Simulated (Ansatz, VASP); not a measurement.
## Sb in VASP and in Ansatz

File INCAR:

```
SYSTEM = Sb
PREC = Accurate
ENCUT = 500
EDIFF = 1E-6
ISMEAR = -1
SIGMA = 0.05
LREAL = .False.
LASPH = .True.
NELM = 120
ALGO = Normal
ISIF = 2
LWAVE = .False.
LCHARG = .False.
GGA = PS
NBANDS = 8
GGA_COMPAT = .False.
```

File KPOINTS:

```
Automatic mesh
0
Gamma
  10 10 10
  0 0 0
```

The input POSCAR:

```
Sb
1.0
    0.0000000000      2.4201392643      2.2763928207
    2.4201392643      0.0000000000      2.2763928207
    2.4201392643      2.4201392643      0.0000000000
Sb
1
Direct
    0.0000000000      0.0000000000      0.0000000000
```

Contents of input.yaml:

```yaml
crystal:
  lattice:
    - [0.0, 2.4201392643, 2.2763928207]
    - [2.4201392643, 0.0, 2.2763928207]
    - [2.4201392643, 2.4201392643, 0.0]
  atoms:
    - { symbol: Sb, position: [0.0, 0.0, 0.0] }
kpoints:
  mp_grid: { grid: [10, 10, 10] }
  band_path:
    path:
      - [0.0, 0.0, 0.0]
      - [0.0, 0.5, 0.5]
      - [0.2825701678, 0.5, 0.7825701678]
      - [0.3912850839, 0.3912850839, 0.7825701678]
      - [0.0, 0.0, 0.0]
      - [-0.5, -0.5, 0.0]
      - [-0.3912850839, -0.3912850839, 0.2174298322]
      - [0.0, 0.0, 0.5]
    npoints: 6
scf:
  occupations: { method: fermi_dirac, width: 0.05 }
hamiltonian:
  xc: pbesol
  pseudopotentials: { kind: all_electron, lapw: { basis_error: 0.001 } }
output:
  forces: true
  stress: true
  eigenvalues: true
```

Change from the starting cell: strain_z_fixed_volume = -0.04.

Alike in both runs: functional PBEsol; k mesh 10 × 10 × 10; occupations fermi-dirac, width 0.05 eV; no spin polarisation.

```csv
,VASP,Ansatz
version,VASP 6.6.1,Ansatz 0.2.0
potentials or method,"VASP PAW PBE potentials, release 64 (Sb), cutoff 500 eV","all-electron LAPW, scalar-relativistic"
task,single point,band structure
```

```csv
,VASP,Ansatz,Ansatz less VASP
gap on the k mesh at the Fermi level (eV),none,none,-
pressure (GPa),-1.3,-1.2,+0.04
"traceless stress, the component that is largest in VASP (GPa)",-1.03,-1.03,+0.002
```

VASP's potentials were made for PBE, not for PBEsol. A gap of «none» marks a metal or a gap that the smearing closes. Ansatz ran all-electron here, and VASP with PAW potentials.

Neither program's run includes spin-orbit coupling.
